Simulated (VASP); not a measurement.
Write the native input for VASP 6.6.1 that does the following.

| Quantity | Value |
| --- | --- |
| Task | single point |
| Functional | PBEsol |
| Potentials or basis | VASP PAW PBE potentials, release 64 (Mo_sv) |
| Cutoff | 520 eV |
| k mesh | 12 × 13 × 12 |
| Occupations | fermi-dirac, width 0.1 eV |
| Spin | no spin polarisation |
| Dipole correction | no |
| Further INCAR settings | ALGO = Fast; EDIFF = 1e-06; NBANDS = 13 |

The structure of Mo lies in POSCAR:

```
Mo
1.0
    2.8244807000     -0.0180516400     -0.0483609000
   -1.4278735300      2.3175461800      0.0145522700
   -0.0451728600     -0.0103847700      2.5373308300
Mo
1
Direct
    0.0000000000      0.0000000000      0.5000000000
```

The input as run:

INCAR

```
PREC = Accurate
ENCUT = 520
EDIFF = 1E-6
ISMEAR = -1
SIGMA = 0.1
LREAL = False
LASPH = True
NELM = 100
ALGO = Fast
ISIF = 2
LWAVE = False
LCHARG = True
GGA = PS
LELF = True
LVHAR = True
NBANDS = 13
```

KPOINTS

```
Automatic mesh
0
Gamma
  12 13 12
```

Potentials or basis: VASP PAW PBE potentials, release 64 (Mo_sv).

Run with:

```sh
$ cat potpaw_PBE.64/Mo_sv/POTCAR > POTCAR
$ mpirun -np 1 vasp_std > vasp.out
```

Results of the run:

| Property | Result |
| --- | --- |
| Pressure | -3.0 GPa |
| Band gap on the k mesh | zero (bands 7 and 8 overlap by 1.77 eV) |

Caveat: the stress differs along the axes, from -6 to 1 GPa; the PAW data sets were made with another functional, which shifts forces and pressure a little.

Run time: 2.2 min on 1 thread of Intel(R) Xeon(R) Platinum 8259CL CPU @ 2.50GHz (Skylake/Cascade Lake), on a shared host, peak memory 0.29 GiB.
